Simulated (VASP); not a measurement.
# Tl (Cmmm) in VASP: a series of runs

Tl is run at these levels: PBE; tasks: single point.

Everything below comes from runs of VASP 6.6.1. Logs are shortened: lines on timing, memory, paths and dates and some standing lists are left out, and cuts for length are marked.

### 1 The cell of the first run

Symmetry: Cmmm, No. 65, orthorhombic system. The conventional cell has a = 3.654 Å, b = 6.157 Å, c = 3.018 Å, α = 90.00°, β = 90.00°, γ = 90.00°. Within 4.0 Å of Tl (site symmetry mmm) lie 8 Tl at 3.02 to 3.65 Å.

### 2 Single point, PBE

The input, INCAR:

```
SYSTEM = Tl
PREC     = Accurate       ! precision mode
ENCUT    = 520            ! plane-wave cutoff, eV
EDIFF    = 1E-6           ! SCF threshold, eV
ISMEAR   = 0              ! smearing method
SIGMA    = 0.1            ! smearing width, eV
LREAL    = .FALSE.        ! projectors in reciprocal space
LASPH    = .TRUE.         ! aspherical terms in the spheres
NELM     = 80             ! most SCF steps
ALGO     = Fast           ! electronic algorithm
ISIF     = 2              ! what is computed and relaxed
LWAVE    = .FALSE.        ! write WAVECAR
LCHARG   = .FALSE.        ! write CHGCAR
GGA      = PE             ! functional
NBANDS   = 12             ! bands
```

The input, KPOINTS:

```
regular mesh
0
G
  6 6 6
  0 0 0
```

The input, POSCAR:

```
Tl
1.0
    1.8267946249     -3.0783780392      0.0000000000
    1.8267946249      3.0783780392      0.0000000000
    0.0000000000      0.0000000000      3.0176146904
Tl
1
Direct
    0.5000000000      0.5000000000      0.0000000000
```

Potentials or basis: VASP PAW PBE potentials, release 64 (Tl_d).

Started as:

```sh
$ cat potpaw_PBE.64/Tl_d/POTCAR > POTCAR
$ mpirun -np 1 vasp_std > vasp.out
```

OUTCAR:

```text
SYSTEM = Tl
   PREC = Accurate
   ENCUT = 520
   EDIFF = 1E-6
   ISMEAR = 0
   LREAL = .FALSE.
   LASPH = .TRUE.
   NELM = 80
   ISIF = 2
   GGA = PE

 ion  position               nearest neighbor table
   1  0.500  0.500  0.000-

  LATTYP: Found a base centered orthorhombic cell.
 ALAT       =     3.6535892498
 B/A-ratio  =     1.6851254089
 C/A-ratio  =     0.8259315659

  Lattice vectors:

 A1 = (   1.8267946249,  -3.0783780392,   0.0000000000)
 A2 = (   1.8267946249,   3.0783780392,   0.0000000000)
 A3 = (   0.0000000000,   0.0000000000,   3.0176146904)

Analysis of symmetry for initial positions (statically):
=====================================================================
 Subroutine PRICEL returns:
 Original cell was already a primitive cell.

 Routine SETGRP: Setting up the symmetry group for a
 base centered orthorhombic supercell.

 Subroutine GETGRP returns: Found  8 space group operations
 (whereof  8 operations were pure point group operations)
 out of a pool of  8 trial point group operations.

The static configuration has the point symmetry D_2h.

Analysis of symmetry for dynamics (positions and initial velocities):
=====================================================================
 Subroutine PRICEL returns:
 Original cell was already a primitive cell.

 Routine SETGRP: Setting up the symmetry group for a
 base centered orthorhombic supercell.

 Subroutine GETGRP returns: Found  8 space group operations
 (whereof  8 operations were pure point group operations)
 out of a pool of  8 trial point group operations.

The dynamic configuration has the point symmetry D_2h.

 Subroutine INISYM returns: Found  8 space group operations
 (whereof  8 operations are pure point group operations),
 and found     1 'primitive' translations

----------------------------------------------------------------------------------------

                                     Primitive cell

  volume of cell :      33.9395

  direct lattice vectors                    reciprocal lattice vectors
     1.826794625 -3.078378039  0.000000000     0.273703455 -0.162423196  0.000000000
     1.826794625  3.078378039  0.000000000     0.273703455  0.162423196  0.000000000
     0.000000000  0.000000000  3.017614690     0.000000000  0.000000000  0.331387570

  length of vectors
     3.579607514  3.579607514  3.017614690     0.318268559  0.318268559  0.331387570

  position of ions in fractional coordinates (direct lattice)
     0.500000000  0.500000000  0.000000000

  ion indices of the primitive-cell ions
   primitive index   ion index
                 1           1

----------------------------------------------------------------------------------------

 KPOINTS: regular mesh

Automatic generation of k-mesh.
 Grid dimensions read from file:
 generate k-points for:    6    6    6

 Generating k-lattice:

  Cartesian coordinates                     Fractional coordinates (reciprocal lattice)
     0.045617242 -0.027070533  0.000000000     0.166666667  0.000000000  0.000000000
     0.045617242  0.027070533  0.000000000     0.000000000  0.166666667  0.000000000
     0.000000000  0.000000000  0.055231262     0.000000000  0.000000000  0.166666667

  Length of vectors
     0.053044760  0.053044760  0.055231262

  Shift w.r.t. Gamma in fractional coordinates (k-lattice)
     0.000000000  0.000000000  0.000000000

 Subroutine IBZKPT returns following result:
 ===========================================

 Found     52 irreducible k-points:

 Following reciprocal coordinates:
            Coordinates               Weight
  0.000000  0.000000  0.000000      1.000000
  0.166667  0.000000  0.000000      4.000000
  0.333333  0.000000  0.000000      4.000000
  0.500000 -0.000000  0.000000      2.000000
  0.166667  0.166667  0.000000      2.000000
  0.333333  0.166667  0.000000      4.000000
[... 16 lines left out ...]
  0.333333  0.333333  0.166667      4.000000
  0.500000  0.333333  0.166667      8.000000
 [... further k-points ...]
   k-points           NKPTS =     52   k-points in BZ     NKDIM =     52   number of bands    NBANDS=     12
   number of dos      NEDOS =    301   number of ions     NIONS =      1
   total plane-waves  NPLWV =  18816
   dimension x,y,z NGX =    28 NGY =   28 NGZ =   24
   dimension x,y,z NGXF=    56 NGYF=   56 NGZF=   48
   ions per type =               1
   NGX,Y,Z   is equivalent  to a cutoff of  13.00, 13.00, 13.22 a.u.
   NGXF,Y,Z  is equivalent  to a cutoff of  26.01, 26.01, 26.44 a.u.
 SYSTEM =  Tl
   PREC   = accura    normal or accurate (medium, high low for compatibility)
   ISTART =      0    job   : 0-new  1-cont  2-samecut
   ICHARG =      2    charge: 1-file 2-atom 10-const
   ISPIN  =      1    spin polarized calculation?
   LNONCOLLINEAR =      F non collinear calculations
   LSORBIT =      F    spin-orbit coupling
   LASPH  =      T    aspherical Exc in radial PAW
   ENCUT  =  520.0 eV  38.22 Ry    6.18 a.u.   6.66  6.66  5.61*2*pi/ulx,y,z
   NELM   =     80;   NELMIN=  2; NELMDL= -5     # of ELM steps
   EDIFF  = 0.1E-05   stopping-criterion for ELM
   LREAL  =      F    real-space projection
   EDIFFG = 0.1E-04   stopping-criterion for IOM
   NSW    =      0    number of steps for IOM
   IBRION =     -1    ionic relax: 0-MD 1-quasi-New 2-CG
   NFREE  =      0    steps in history (QN), initial steepest desc. (CG)
   ISIF   =      2    stress and relaxation
   ISYM   =      2    0-nonsym 1-usesym 2-fastsym
   POTIM  = 0.5000    time-step for ionic-motion
   TEBEG  =    0.0;   TEEND  =   0.0 temperature during run
   PSTRESS=    0.0 pullay stress
   NELECT =      13.0000    total number of electrons
   NUPDOWN=      -1.0000    fix difference up-down
   EMIN   =  10.00;   EMAX   =-10.00  energy-range for DOS
   EFERMI =   0.00;   METHOD = LEGACY
   ISMEAR =     0;   SIGMA  =   0.10  broadening in eV -4-tet -1-fermi 0-gaus
   EFERMI_NEDOS =   21; number of points for ismear=-14 and -15
   IALGO  =     68    algorithm
   IMIX   =      4    mixing-type and parameters
     AMIX     =   0.40;   BMIX     =  1.00
     AMIX_MAG =   1.60;   BMIX_MAG =  1.00
  volume/ion in A,a.u.               =      33.94       229.04
  Fermi-wavevector in a.u.,A,eV,Ry     =   1.188924  2.246741 19.232386  1.413541
  Thomas-Fermi vector in A             =   2.325043
   LORBIT       =      0    0 simple, 1 ext, 2 COOP (PROOUT), +10 PAW based schemes
   GGA     = PE    functional components
   LHFCALC =     F    Hartree Fock is set to
   AEXX    =    0.0000 exact exchange contribution
   IVDW    =     0    specifies the selected vdW correction
   LEPSILON=     F    determine dielectric tensor
   LRPA    =     F    only Hartree local field effects (RPA)
 non-spin polarized calculation
 RMM-DIIS sequential band-by-band and
 Gauss-broadening in eV      SIGMA  =   0.10
  energy-cutoff  :      520.00
  volume of cell :       33.94
 maximum number of plane-waves:       928
 NGX is ok and might be reduce to    28
   NGX = 13   NGY = 13   NGZ = 11

 number of electron      13.0000002 magnetization

 Free energy of the ion-electron system (eV)
  ---------------------------------------------------
  ext. energy  EPLUGINS =         0.00000000
  ---------------------------------------------------
  free energy    TOTEN  =        -2.12893012 eV

  energy without entropy =       -2.12659804  energy(sigma->0) =       -2.12776408

 E-fermi :   5.0895     XC(G=0):  -9.2979

 val. band max:        5.0636066395   @ k =   0.3333   0.0000   0.1667
 cond. band min:       5.2462324059   @ k =  -0.3333   0.3333   0.1667
 fundamental gap:      0.1826257664
 Fermi energy:         5.0895110057

 k-point     1 :       0.0000    0.0000    0.0000
  band No.  band energies     occupation
      1      -7.2653      2.00000
      2      -6.6365      2.00000
      3      -6.5844      2.00000
      4      -6.1353      2.00000
      5      -6.1323      2.00000
      6      -4.2158      2.00000
      7      11.4775      0.00000
      8      11.7787      0.00000
      9      13.7898      0.00000
     10      15.0269      0.00000
     11      15.1224      0.00000
     12      16.8324      0.00000

 k-point     2 :       0.1667    0.0000    0.0000
  band No.  band energies     occupation
      1      -7.2439      2.00000
      2      -6.6475      2.00000
      3      -6.5186      2.00000
      4      -6.1638      2.00000
      5      -6.1397      2.00000
      6      -3.7713      2.00000
      7       8.3730      0.00000
      8      10.7582      0.00000
      9      13.8610      0.00000
     10      14.3067      0.00000
     11      17.3490      0.00000
     12      18.0565      0.00000

 k-point     3 :       0.3333    0.0000    0.0000
  band No.  band energies     occupation
      1      -7.2063      2.00000
      2      -6.6996      2.00000
      3      -6.3606      2.00000
      4      -6.2216      2.00000
      5      -6.1527      2.00000
      6      -2.4956      2.00000
      7       4.5206      2.00000
      8       9.4538      0.00000
      9      12.9265      0.00000
     10      15.6623      0.00000
     11      18.1805      0.00000
     12      20.8570      0.00000
[... 286 lines left out ...]
 k-point    23 :       0.3333    0.3333    0.1667
  band No.  band energies     occupation
      1      -6.8394      2.00000
      2      -6.4873      2.00000
      3      -6.4700      2.00000
      4      -6.3611      2.00000
      5      -6.3560      2.00000
      6      -0.4240      2.00000
      7       4.6428      2.00000
      8       4.6523      2.00000
      9      13.7169      0.00000
     10      16.5634      0.00000
     11      16.6243      0.00000
     12      19.7626      0.00000

 k-point    24 :       0.5000    0.3333    0.1667
  band No.  band energies     occupation
      1      -6.8601      2.00000
      2      -6.6128      2.00000
      3      -6.4091      2.00000
      4      -6.3283      2.00000
      5      -6.3149      2.00000
      6      -0.9490      2.00000
      7       4.0199      2.00000
      8       7.0671      0.00000
      9      12.8674      0.00000
     10      15.3678      0.00000
     11      16.4638      0.00000
     12      18.8928      0.00000

 [... further k-points ...]

------------------------ aborting loop because EDIFF is reached ----------------------------------------

  FORCE on cell =-STRESS in cart. coord.  units (eV):
  Direction    XX          YY          ZZ          XY          YZ          ZX
  --------------------------------------------------------------------------------------
  -------------------------------------------------------------------------------------
  Total       -0.0149202     -0.0094922      0.0186683     -0.0000000      0.0000000      0.0000000
  in kB       -0.7043352     -0.4480961      0.8812732     -0.0000000      0.0000000      0.0000000
  external PRESSURE =      -0.0903860 kB  Pullay stress =       0.0000000 kB

 VOLUME and BASIS-vectors are now :
 -----------------------------------------------------------------------------
  energy-cutoff  :      520.00
  volume of cell :       33.94
      direct lattice vectors                 reciprocal lattice vectors
     1.826794625 -3.078378039  0.000000000     0.273703455 -0.162423196  0.000000000
     1.826794625  3.078378039  0.000000000     0.273703455  0.162423196  0.000000000
     0.000000000  0.000000000  3.017614690     0.000000000  0.000000000  0.331387570

 POSITION                                       TOTAL-FORCE (eV/Angst)
 -----------------------------------------------------------------------------------
      1.82679      0.00000      0.00000         0.000000     -0.000000      0.000000
 -----------------------------------------------------------------------------------
    total drift:                                0.000000      0.000000     -0.000000

  FREE ENERGIE OF THE ION-ELECTRON SYSTEM (eV)
  ---------------------------------------------------
  free  energy   TOTEN  =        -2.1289301232 eV

  energy  without entropy=       -2.1265980404  energy(sigma->0) =       -2.12776408
```

Run time: 6.9 s. Hardware: 1 thread of Intel Xeon 6975P-C (Granite Rapids), shared host; peak memory 0.15 GiB.

What came out:

```yaml
Free_energy: -2.1289 eV
Pressure: 0.0 GPa
```

Caveat: spin-orbit coupling is left out, which moves the levels of the heavy elements.

### 3 Single point, PBE

This run uses another cell than the first one, of 32.96 Å³/atom, 0.971 times its volume.

The input, INCAR:

```
SYSTEM = Tl
ALGO     = Fast           ! electronic algorithm
EDIFF    = 1E-6           ! SCF threshold, eV
ENCUT    = 520            ! plane-wave cutoff, eV
GGA      = PE             ! functional
ISIF     = 2              ! what is computed and relaxed
ISMEAR   = 0              ! smearing method
LASPH    = .True.         ! aspherical terms in the spheres
LCHARG   = .False.        ! write CHGCAR
LREAL    = .False.        ! projectors in reciprocal space
LWAVE    = .False.        ! write WAVECAR
NBANDS   = 12             ! bands
NELM     = 100            ! most SCF steps
PREC     = Accurate       ! precision mode
SIGMA    = 0.1            ! smearing width, eV
```

The input, KPOINTS:

```
k-points
0
Gamma
  18 18 18
  0 0 0
```

The input, POSCAR:

```
Tl
1.0
    1.7058928343     -2.9527106468      0.0000000000
    1.7058928343      2.9527106468      0.0000000000
    0.0000000000      0.0000000000      3.2716665969
Tl
1
Direct
    0.5000000000      0.5000000000      0.0000000000
```

Potentials or basis: VASP PAW PBE potentials, release 64 (Tl_d).

Started as:

```sh
$ cat potpaw_PBE.64/Tl_d/POTCAR > POTCAR
$ mpirun -np 1 vasp_std > vasp.out
```

It took 100 s on 1 thread of Intel Xeon 6975P-C (Granite Rapids), shared host; peak memory 0.43 GiB.

The run converged. Its results:

| Quantity | Value |
| --- | --- |
| Free energy | -2.1444 eV |
| Pressure | -0.1 GPa |

Levels at points of the mesh, in eV from the Fermi level:
```csv
k point,band 4,band 5,band 6,band 7,band 8,band 9,band 10,band 11
"(0.00, 0.00, 0.00)",-11.29,-11.28,-9.46,6.06,8.46,8.47,9.58,10.84
"(0.50, 0.00, 0.00)",-11.34,-11.20,-5.66,-2.62,4.85,8.64,9.60,11.54
"(0.50, 0.50, 0.00)",-11.34,-11.20,-5.65,-2.62,4.84,8.63,9.60,11.54
"(0.00, 0.00, 0.50)",-11.51,-11.51,-6.64,-2.94,11.28,11.29,12.71,12.75
"(0.50, 0.00, 0.50)",-11.18,-11.07,-3.14,-0.38,0.22,4.86,7.24,10.26
"(0.50, 0.50, 0.50)",-11.18,-11.07,-3.13,-0.38,0.23,4.87,7.23,10.25
```

Caveat: spin-orbit coupling is left out, which moves the levels of the heavy elements.
